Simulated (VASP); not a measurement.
Here is a VASP 6.6.1 calculation.

The input POSCAR:

```
Nb3Sn
1.0
    5.3385547807      0.0000000000      0.0000000000
    0.0000000000      5.3385547807      0.0000000000
    0.0000000000      0.0000000000      5.3385547807
Nb Sn
6 2
Direct
    0.2500000000      0.0000000000      0.5000000000
    0.5000000000      0.7500000000      0.0000000000
    0.7500000000      0.0000000000      0.5000000000
    0.5000000000      0.2500000000      0.0000000000
    0.0000000000      0.5000000000      0.7500000000
    0.0000000000      0.5000000000      0.2500000000
    0.0000000000      0.0000000000      0.0000000000
    0.5000000000      0.5000000000      0.5000000000
```

Contents of INCAR.step1:

```
PREC = Accurate ; ENCUT = 520
ISMEAR = 0 ; SIGMA = 0.05
LREAL = False ; LASPH = True
NELM = 60 ; NBANDS = 63
GGA = PE ; ALGO = Normal
EDIFF = 1E-4 ; LWAVE = True
LCHARG = False
```

Contents of INCAR.step2:

```
PREC = Accurate ; ENCUT = 520
EDIFF = 1E-6 ; ISMEAR = 0
SIGMA = 0.05 ; LREAL = False
LASPH = True ; NELM = 60
ALGO = Normal ; ISIF = 2
LWAVE = False ; LCHARG = True
METAGGA = R2SCAN ; LMIXTAU = True
LELF = True ; LVHAR = True
NBANDS = 63 ; ISTART = 1
```

File KPOINTS:

```
Automatic mesh
0
Gamma
  6 6 6
```

Potentials or basis: VASP PAW PBE potentials, release 64 (Nb_sv, Sn_d).

The run is started by

```sh
$ cat potpaw_PBE.64/Nb_sv/POTCAR potpaw_PBE.64/Sn_d/POTCAR > POTCAR
$ cp INCAR.step1 INCAR
$ mpirun -np 1 vasp_std > vasp.out
$ cp INCAR.step2 INCAR
$ mpirun -np 1 vasp_std > vasp.out
```

(1) Predict the pressure.

(2) Estimate the band gap on the k mesh.

## Answers

(1) -3.4 GPa.

(2) zero (bands 53 and 54 overlap by 0.66 eV).

Caveat: the cell stands under tension; the PAW data sets were made with another functional, which shifts forces and pressure a little; spin-orbit coupling is left out, which moves the levels of the heavy elements.
